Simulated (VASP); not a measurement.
# TiAl in VASP: further runs

TiAl is run at these levels: PBE; tasks: single point.

Program: VASP 6.6.1. These are calculated values, not measurements. Logs are shortened: lines on timing, memory, paths and dates and some standing lists are left out, and cuts for length are marked.

### Step 1. The cell of the first run

Symmetry: P-6m2, No. 187, hexagonal system. Conventional cell: a = 2.800 Å, b = 2.800 Å, c = 4.428 Å, α = 90.00°, β = 90.00°, γ = 120.00°. Ti (site symmetry -6m2) has 6 Al at 2.74 Å and 6 Ti at 2.80 Å within 3.6 Å. Al (site symmetry -6m2) has 6 Ti at 2.74 Å and 6 Al at 2.80 Å within 3.6 Å.

### Step 2. Single point, PBE (strained)

INCAR

```
SYSTEM = TiAl
  PREC = Accurate
  ENCUT = 520
  EDIFF = 1E-6
  ISMEAR = 0
  SIGMA = 0.1
  LREAL = .False.
  LASPH = .True.
  NELM = 60
  ALGO = Fast
  ISIF = 2
  LWAVE = .False.
  LCHARG = .False.
  GGA = PE
  NBANDS = 14
```

KPOINTS

```
regular mesh
0
Gamma
  18 18 10
  0 0 0
```

POSCAR

```
TiAl
1.0
    2.8002256417      0.0000000000      0.0000000000
   -1.4001128208      2.4250665420      0.0000000000
    0.0000000000      0.0000000000      4.4283669295
Ti Al
1 1
Direct
    0.0000000000      0.0000000000      0.0000000000
    0.3333333300      0.6666666700      0.5000000000
```

Potentials or basis: VASP PAW PBE potentials, release 64 (Ti_sv, Al).

Launch:

```sh
$ cat potpaw_PBE.64/Ti_sv/POTCAR potpaw_PBE.64/Al/POTCAR > POTCAR
$ mpirun -np 1 vasp_std > vasp.out
```

OUTCAR:

```text
SYSTEM = TiAl
   PREC = Accurate
   ENCUT = 520
   EDIFF = 1E-6
   ISMEAR = 0
   LREAL = .False.
   LASPH = .True.
   NELM = 60
   ISIF = 2
   GGA = PE

 ion  position               nearest neighbor table
   1  0.000  0.000  0.000-   2 2.74   2 2.74   2 2.74   2 2.74   2 2.74   2 2.74
   2  0.333  0.667  0.500-   1 2.74   1 2.74   1 2.74   1 2.74   1 2.74   1 2.74

  LATTYP: Found a hexagonal cell.
 ALAT       =     2.8002256417
 C/A-ratio  =     1.5814321759

  Lattice vectors:

 A1 = (   2.8002256417,   0.0000000000,   0.0000000000)
 A2 = (  -1.4001128208,   2.4250665420,   0.0000000000)
 A3 = (   0.0000000000,   0.0000000000,   4.4283669295)

Analysis of symmetry for initial positions (statically):
=====================================================================
 Subroutine PRICEL returns:
 Original cell was already a primitive cell.

 Routine SETGRP: Setting up the symmetry group for a
 hexagonal supercell.

 Subroutine GETGRP returns: Found 12 space group operations
 (whereof 12 operations were pure point group operations)
 out of a pool of 24 trial point group operations.

The static configuration has the point symmetry D_3h.

Analysis of symmetry for dynamics (positions and initial velocities):
=====================================================================
 Subroutine PRICEL returns:
 Original cell was already a primitive cell.

 Routine SETGRP: Setting up the symmetry group for a
 hexagonal supercell.

 Subroutine GETGRP returns: Found 12 space group operations
 (whereof 12 operations were pure point group operations)
 out of a pool of 24 trial point group operations.

The dynamic configuration has the point symmetry D_3h.

 Subroutine INISYM returns: Found 12 space group operations
 (whereof 12 operations are pure point group operations),
 and found     1 'primitive' translations

----------------------------------------------------------------------------------------

                                     Primitive cell

  volume of cell :      30.0719

  direct lattice vectors                    reciprocal lattice vectors
     2.800225642  0.000000000  0.000000000     0.357114079  0.206179909  0.000000000
    -1.400112821  2.425066542  0.000000000     0.000000000  0.412359819  0.000000000
     0.000000000  0.000000000  4.428366930     0.000000000  0.000000000  0.225816879

  length of vectors
     2.800225642  2.800225642  4.428366930     0.412359819  0.412359819  0.225816879

  position of ions in fractional coordinates (direct lattice)
     0.000000000  0.000000000  0.000000000
     0.333333330  0.666666670  0.500000000

  ion indices of the primitive-cell ions
   primitive index   ion index
                 1           1
                 2           2

----------------------------------------------------------------------------------------

 KPOINTS: regular mesh

Automatic generation of k-mesh.
 Grid dimensions read from file:
 generate k-points for:   18   18   10

 Generating k-lattice:

  Cartesian coordinates                     Fractional coordinates (reciprocal lattice)
     0.019839671  0.011454439  0.000000000     0.055555556 -0.000000000  0.000000000
     0.000000000  0.022908879  0.000000000     0.000000000  0.055555556  0.000000000
     0.000000000  0.000000000  0.022581688     0.000000000  0.000000000  0.100000000

  Length of vectors
     0.022908879  0.022908879  0.022581688

  Shift w.r.t. Gamma in fractional coordinates (k-lattice)
     0.000000000  0.000000000  0.000000000

 Subroutine IBZKPT returns following result:
 ===========================================

 Found    222 irreducible k-points:

 Following reciprocal coordinates:
            Coordinates               Weight
  0.000000  0.000000  0.000000      1.000000
  0.055556 -0.000000  0.000000      6.000000
  0.111111 -0.000000  0.000000      6.000000
  0.166667  0.000000  0.000000      6.000000
  0.222222 -0.000000  0.000000      6.000000
  0.277778  0.000000  0.000000      6.000000
[... 16 lines left out ...]
  0.333333  0.111111  0.000000     12.000000
  0.388889  0.111111  0.000000     12.000000
 [... further k-points ...]
   k-points           NKPTS =    222   k-points in BZ     NKDIM =    222   number of bands    NBANDS=     14
   number of dos      NEDOS =    301   number of ions     NIONS =      2
   total plane-waves  NPLWV =  20736
   dimension x,y,z NGX =    24 NGY =   24 NGZ =   36
   dimension x,y,z NGXF=    48 NGYF=   48 NGZF=   72
   ions per type =               1   1
   NGX,Y,Z   is equivalent  to a cutoff of  14.25, 14.25, 13.51 a.u.
   NGXF,Y,Z  is equivalent  to a cutoff of  28.50, 28.50, 27.03 a.u.
 SYSTEM =  TiAl
   PREC   = accura    normal or accurate (medium, high low for compatibility)
   ISTART =      0    job   : 0-new  1-cont  2-samecut
   ICHARG =      2    charge: 1-file 2-atom 10-const
   ISPIN  =      1    spin polarized calculation?
   LNONCOLLINEAR =      F non collinear calculations
   LSORBIT =      F    spin-orbit coupling
   LASPH  =      T    aspherical Exc in radial PAW
   ENCUT  =  520.0 eV  38.22 Ry    6.18 a.u.   5.21  5.21  8.23*2*pi/ulx,y,z
   NELM   =     60;   NELMIN=  2; NELMDL= -5     # of ELM steps
   EDIFF  = 0.1E-05   stopping-criterion for ELM
   LREAL  =      F    real-space projection
   EDIFFG = 0.1E-04   stopping-criterion for IOM
   NSW    =      0    number of steps for IOM
   IBRION =     -1    ionic relax: 0-MD 1-quasi-New 2-CG
   NFREE  =      0    steps in history (QN), initial steepest desc. (CG)
   ISIF   =      2    stress and relaxation
   ISYM   =      2    0-nonsym 1-usesym 2-fastsym
   POTIM  = 0.5000    time-step for ionic-motion
   TEBEG  =    0.0;   TEEND  =   0.0 temperature during run
   PSTRESS=    0.0 pullay stress
   NELECT =      15.0000    total number of electrons
   NUPDOWN=      -1.0000    fix difference up-down
   EMIN   =  10.00;   EMAX   =-10.00  energy-range for DOS
   EFERMI =   0.00;   METHOD = LEGACY
   ISMEAR =     0;   SIGMA  =   0.10  broadening in eV -4-tet -1-fermi 0-gaus
   EFERMI_NEDOS =   21; number of points for ismear=-14 and -15
   IALGO  =     68    algorithm
   IMIX   =      4    mixing-type and parameters
     AMIX     =   0.40;   BMIX     =  1.00
     AMIX_MAG =   1.60;   BMIX_MAG =  1.00
  volume/ion in A,a.u.               =      15.04       101.47
  Fermi-wavevector in a.u.,A,eV,Ry     =   1.298330  2.453488 22.934814  1.685661
  Thomas-Fermi vector in A             =   2.429665
   LORBIT       =      0    0 simple, 1 ext, 2 COOP (PROOUT), +10 PAW based schemes
   GGA     = PE    functional components
   LHFCALC =     F    Hartree Fock is set to
   AEXX    =    0.0000 exact exchange contribution
   IVDW    =     0    specifies the selected vdW correction
   LEPSILON=     F    determine dielectric tensor
   LRPA    =     F    only Hartree local field effects (RPA)
 non-spin polarized calculation
 RMM-DIIS sequential band-by-band and
 Gauss-broadening in eV      SIGMA  =   0.10
  energy-cutoff  :      520.00
  volume of cell :       30.07
 maximum number of plane-waves:       825
 NGX is ok and might be reduce to    24
   NGX = 11   NGY = 11   NGZ = 17

 number of electron      14.9999997 magnetization

 Free energy of the ion-electron system (eV)
  ---------------------------------------------------
  ext. energy  EPLUGINS =         0.00000000
  ---------------------------------------------------
  free energy    TOTEN  =       -11.94869156 eV

  energy without entropy =      -11.93618755  energy(sigma->0) =      -11.94243956

 E-fermi :   8.9165     XC(G=0): -11.3718

 val. band max:        8.9147790598   @ k =   0.2778   0.1111   0.3000
 cond. band min:       8.9167520542   @ k =   0.2778   0.1111   0.4000
 fundamental gap:      0.0019729944
 Fermi energy:         8.9165166694

 k-point     1 :       0.0000    0.0000    0.0000
  band No.  band energies     occupation
      1     -47.3810      2.00000
      2     -23.7257      2.00000
      3     -23.2176      2.00000
      4     -23.2176      2.00000
      5      -0.4370      2.00000
      6       6.6232      2.00000
      7       7.3339      2.00000
      8      10.3008      0.00000
      9      10.3008      0.00000
     10      11.9401      0.00000
     11      11.9401      0.00000
     12      13.7517      0.00000
     13      22.2676      0.00000
     14      22.2676      0.00000

 k-point     2 :       0.0556   -0.0000    0.0000
  band No.  band energies     occupation
      1     -47.3772      2.00000
      2     -23.7220      2.00000
      3     -23.2403      2.00000
      4     -23.2227      2.00000
      5      -0.3557      2.00000
      6       6.7106      2.00000
      7       7.3292      2.00000
      8      10.2147      0.00000
      9      10.3698      0.00000
     10      11.9151      0.00000
     11      11.9702      0.00000
     12      13.7689      0.00000
     13      21.0428      0.00000
     14      21.6042      0.00000

 k-point     3 :       0.1111   -0.0000    0.0000
  band No.  band energies     occupation
      1     -47.3663      2.00000
      2     -23.7113      2.00000
      3     -23.3054      2.00000
      4     -23.2372      2.00000
      5      -0.1136      2.00000
      6       6.9606      2.00000
      7       7.3157      2.00000
      8       9.9799      0.00000
      9      10.5730      0.00000
     10      11.8437      0.00000
     11      12.0603      0.00000
     12      13.8149      0.00000
     13      19.1727      0.00000
     14      20.6860      0.00000
[... 324 lines left out ...]
 k-point    23 :       0.3333    0.1111    0.0000
  band No.  band energies     occupation
      1     -47.2648      2.00000
      2     -23.8441      2.00000
      3     -23.6120      2.00000
      4     -23.4135      2.00000
      5       3.4754      2.00000
      6       7.3244      2.00000
      7       7.5878      2.00000
      8       8.3782      2.00000
      9      10.7289      0.00000
     10      12.1250      0.00000
     11      13.5136      0.00000
     12      13.7850      0.00000
     13      14.9285      0.00000
     14      16.0055      0.00000

 k-point    24 :       0.3889    0.1111    0.0000
  band No.  band energies     occupation
      1     -47.2543      2.00000
      2     -23.8967      2.00000
      3     -23.6018      2.00000
      4     -23.4318      2.00000
      5       4.4562      2.00000
      6       6.8339      2.00000
      7       7.3445      2.00000
      8       8.0493      2.00000
      9      10.5949      0.00000
     10      12.3902      0.00000
     11      13.5426      0.00000
     12      14.0999      0.00000
     13      14.9440      0.00000
     14      16.2355      0.00000

 [... further k-points ...]
[... 5 lines left out ...]
  --------------------------------------------------------------------------------------
  -------------------------------------------------------------------------------------
  Total        2.2263659      2.2263659      3.3777327      0.0000000      0.0000000      0.0000000
  in kB      118.6169753    118.6169753    179.9598293      0.0000000      0.0000000      0.0000000
  external PRESSURE =     139.0645933 kB  Pullay stress =       0.0000000 kB

 VOLUME and BASIS-vectors are now :
 -----------------------------------------------------------------------------
  energy-cutoff  :      520.00
  volume of cell :       30.07
      direct lattice vectors                 reciprocal lattice vectors
     2.800225642  0.000000000  0.000000000     0.357114079  0.206179909  0.000000000
    -1.400112821  2.425066542  0.000000000     0.000000000  0.412359819  0.000000000
     0.000000000  0.000000000  4.428366930     0.000000000  0.000000000  0.225816879

 POSITION                                       TOTAL-FORCE (eV/Angst)
 -----------------------------------------------------------------------------------
      0.00000      0.00000      0.00000        -0.000000      0.000000      0.000000
     -0.00000      1.61671      2.21418         0.000000     -0.000000      0.000000
 -----------------------------------------------------------------------------------
    total drift:                               -0.000000      0.000000      0.000000

  FREE ENERGIE OF THE ION-ELECTRON SYSTEM (eV)
  ---------------------------------------------------
  free  energy   TOTEN  =       -11.9486915608 eV

  energy  without entropy=      -11.9361875528  energy(sigma->0) =      -11.94243956
```

Run time: 78 s. Hardware: 1 thread of Intel Xeon 6975P-C (Granite Rapids), shared host; peak memory 0.22 GiB.

Results:

* Free energy: -11.9487 eV
* Pressure: 13.9 GPa
* Band gap on the k mesh: zero (an odd number of electrons rules out a gap without spin polarisation)

Stress tensor (GPa, compression positive):
```
11.86  0.00  0.00
 0.00 11.86  0.00
 0.00  0.00 18.00
```

Caveat: the cell differs from its parent crystal (strained); the cell stands under pressure.

(Continued in part 2 of 2.)
